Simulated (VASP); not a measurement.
**Ir: single point with PBE**

Ir:

```
CELL_PARAMETERS angstrom
0.00000 1.93537 1.93537
1.93537 0.00000 1.93537
1.93537 1.93537 0.00000
ATOMIC_POSITIONS crystal
Ir 0.00000 0.00000 0.00000
```

```yaml
Program: VASP 6.6.1
Task: single point
Functional: PBE
Potentials_or_basis: VASP PAW PBE potentials, release 64 (Ir)
Cutoff: 520 eV
k_mesh: 18 × 18 × 18
Occupations: gaussian, width 0.05 eV
Spin: no spin polarisation
Dipole_correction: no
Further_INCAR_settings: ALGO = Normal; EDIFF = 1e-07; NBANDS = 10
```

- Pressure: 0.4 GPa
- Band gap on the k mesh: zero (an odd number of electrons rules out a gap without spin polarisation)

Levels at points of the mesh, in eV from the Fermi level:
```csv
k point,band 1,band 2,band 3,band 4,band 5,band 6,band 7,band 8
"(0.00, 0.00, 0.00)",-10.89,-3.78,-3.78,-3.78,-1.19,-1.19,14.34,19.78
"(0.50, 0.00, 0.00)",-7.88,-3.87,-3.87,-0.73,0.82,0.82,6.98,13.88
"(0.50, 0.50, 0.00)",-7.67,-7.11,0.79,1.37,1.37,1.67,10.15,11.56
```

Wall time 15 s on 1 thread of AMD EPYC 7R13 Processor (Zen 3) (shared host), peak memory 0.12 GiB.

Caveat: spin-orbit coupling is left out, which moves the levels of the heavy elements.
